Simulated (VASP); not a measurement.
Wanted: the native input for a VASP 6.6.1 run.

```
Task                   : single point
Functional             : r2SCAN
Potentials or basis    : VASP PAW PBE potentials, release 64 (K_sv, Br)
Cutoff                 : 520 eV
k mesh                 : 6 × 6 × 6
Occupations            : gaussian, width 0.02 eV
Spin                   : no spin polarisation
Dipole correction      : no
Further INCAR settings : ALGO = Normal; EDIFF = 1e-06; NBANDS = 15
```

Crystal: KBr.

```
K Br
1.0
     0.00000    3.16447    3.16447
     3.16447    0.00000    3.16447
     3.16447    3.16447    0.00000
K Br
1 1
Direct
  0.00000 0.00000 0.00000
  0.50000 0.50000 0.50000
```

This cell differs from its parent crystal: volume scaled by 0.88.

The input as run:

POSCAR

```
KBr
1.0
    0.0000000000      3.1644698871      3.1644698871
    3.1644698871      0.0000000000      3.1644698871
    3.1644698871      3.1644698871      0.0000000000
K Br
1 1
Direct
    0.0000000000      0.0000000000      0.0000000000
    0.5000000000      0.5000000000      0.5000000000
```

INCAR.step1

```
SYSTEM = KBr
ALGO = Normal ; EDIFF = 1E-4
ENCUT = 520 ; GGA = PE
ISMEAR = 0 ; LASPH = .True.
LCHARG = .False. ; LREAL = .False.
LWAVE = .True. ; NBANDS = 15
NELM = 80 ; PREC = Accurate
SIGMA = 0.02
```

INCAR.step2

```
SYSTEM = KBr
ALGO = Normal ; EDIFF = 1E-6
ENCUT = 520 ; ISIF = 2
ISMEAR = 0 ; ISTART = 1
LASPH = .True. ; LCHARG = .True.
LELF = .True. ; LMIXTAU = .True.
LREAL = .False. ; LVHAR = .True.
LWAVE = .False. ; METAGGA = R2SCAN
NBANDS = 15 ; NELM = 80
PREC = Accurate ; SIGMA = 0.02
```

KPOINTS

```
k-points
0
Gamma
  6 6 6
  0 0 0
```

Potentials or basis: VASP PAW PBE potentials, release 64 (K_sv, Br).

Command:

```sh
$ cat potpaw_PBE.64/K_sv/POTCAR potpaw_PBE.64/Br/POTCAR > POTCAR
$ cp INCAR.step1 INCAR
$ mpirun -np 1 vasp_std > vasp.out
$ cp INCAR.step2 INCAR
$ mpirun -np 1 vasp_std > vasp.out
```

It gave:

```
Pressure               : 2.9 GPa
Band gap on the k mesh : 5.47 eV, direct
```

Caveat: the PAW data sets were made with another functional, which shifts forces and pressure a little.

Run time: 46 s on 1 thread of Intel(R) Xeon(R) 6975P-C (Granite Rapids), on a shared host, peak memory 0.21 GiB.
